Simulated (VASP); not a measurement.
Crystal: Cr.

```xyz
2
Lattice="2.8664 0.0000 0.0000 0.0000 2.8664 0.0000 0.0000 0.0000 2.8664" Properties=species:S:1:pos:R:3 pbc="T T T"
Cr    0.0000    0.0000    0.0000
Cr    1.4332    1.4332    1.4332
```

Base run:

```yaml
Program: VASP 6.6.1
Functional: PBE
Potentials_or_basis: VASP PAW PBE potentials, release 64 (Cr_pv)
Cutoff: 520 eV
k_mesh: 11 × 11 × 11
Occupations: fermi-dirac, width 0.05 eV
Spin: collinear spin, antiferromagnetic start
Starting_moments: "[-3.0, 3.0] μB"
```

Its results: band gap on the k mesh zero (filled and empty bands overlap); pressure -0.3 GPa.

Question: The run is repeated on the same cell with these changes: spin from collinear spin, antiferromagnetic start to no spin polarisation; further incar settings from ALGO = Normal; EDIFF = 1e-06; NBANDS = 23 to ALGO = Normal; EDIFF = 1e-07; NBANDS = 19. What comes out?

Answer: Band gap on the k mesh zero (bands 12 and 13 overlap by 1.01 eV); pressure -5.3 GPa.

Caveats: the cell stands under tension (at least some runs).
